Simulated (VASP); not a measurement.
Input of a VASP 6.6.1 run:

POSCAR

```
Ge2Sb2Te5
1.0
    4.2164170176      0.0000000000      0.0000000000
   -2.1082085088      3.6515242502      0.0000000000
    0.0000000000      0.0000000000     17.9149936018
Ge Sb Te
2 2 5
Direct
    0.0000000000      0.0000000000      0.3355855993
    0.0000000000      0.0000000000      0.6644144007
    0.3333333333      0.6666666667      0.1120428941
    0.6666666667      0.3333333333      0.8879571059
    0.0000000000      0.0000000000      0.0000000000
    0.3333333333      0.6666666667      0.7914853527
    0.6666666667      0.3333333333      0.2085146473
    0.3333333333      0.6666666667      0.4140026463
    0.6666666667      0.3333333333      0.5859973537
```

INCAR.step1

```
SYSTEM = Ge2Sb2Te5
ALGO = Normal
EDIFF = 1E-4
ENCUT = 520
GGA = PE
ISMEAR = 0
LASPH = .TRUE.
LCHARG = .FALSE.
LREAL = .FALSE.
LWAVE = .TRUE.
NBANDS = 44
NELM = 80
PREC = Accurate
SIGMA = 0.05
```

The input INCAR.step2:

```
SYSTEM = Ge2Sb2Te5
ALGO = Normal
EDIFF = 1E-6
ENCUT = 520
ISIF = 2
ISMEAR = 0
ISTART = 1
LASPH = .TRUE.
LCHARG = .FALSE.
LMIXTAU = .TRUE.
LREAL = .FALSE.
LWAVE = .FALSE.
METAGGA = R2SCAN
NBANDS = 44
NELM = 80
PREC = Accurate
SIGMA = 0.05
```

File KPOINTS:

```
k-points
0
G
  10 10 2
  0 0 0
```

Potentials or basis: VASP PAW PBE potentials, release 64 (Ge_d, Sb, Te).

Command:

```sh
$ cat potpaw_PBE.64/Ge_d/POTCAR potpaw_PBE.64/Sb/POTCAR potpaw_PBE.64/Te/POTCAR > POTCAR
$ cp INCAR.step1 INCAR
$ mpirun -np 1 vasp_std > vasp.out
$ cp INCAR.step2 INCAR
$ mpirun -np 1 vasp_std > vasp.out
```

Question: Predict the largest force.

Answer: 0.132 eV/Å.

Question: What does it give for the band gap on the k mesh?

Answer: 0.01 eV.

Question: Estimate the pressure.

Answer: 0.7 GPa.

Forces on the atoms (eV/Å):
```
Ge   0.000  0.000 -0.032
Ge   0.000  0.000  0.032
Sb   0.000  0.000 -0.020
Sb   0.000  0.000  0.020
Te   0.000  0.000  0.000
Te   0.000  0.000 -0.132
Te   0.000  0.000  0.132
Te   0.000  0.000 -0.057
Te   0.000  0.000  0.057
```

Caveat: the smearing spreads over this small gap; semilocal functionals underestimate gaps, and a narrow one can read as zero; the PAW data sets were made with another functional, which shifts forces and pressure a little; spin-orbit coupling is left out, which moves the levels of the heavy elements. A k mesh can miss the band edges.
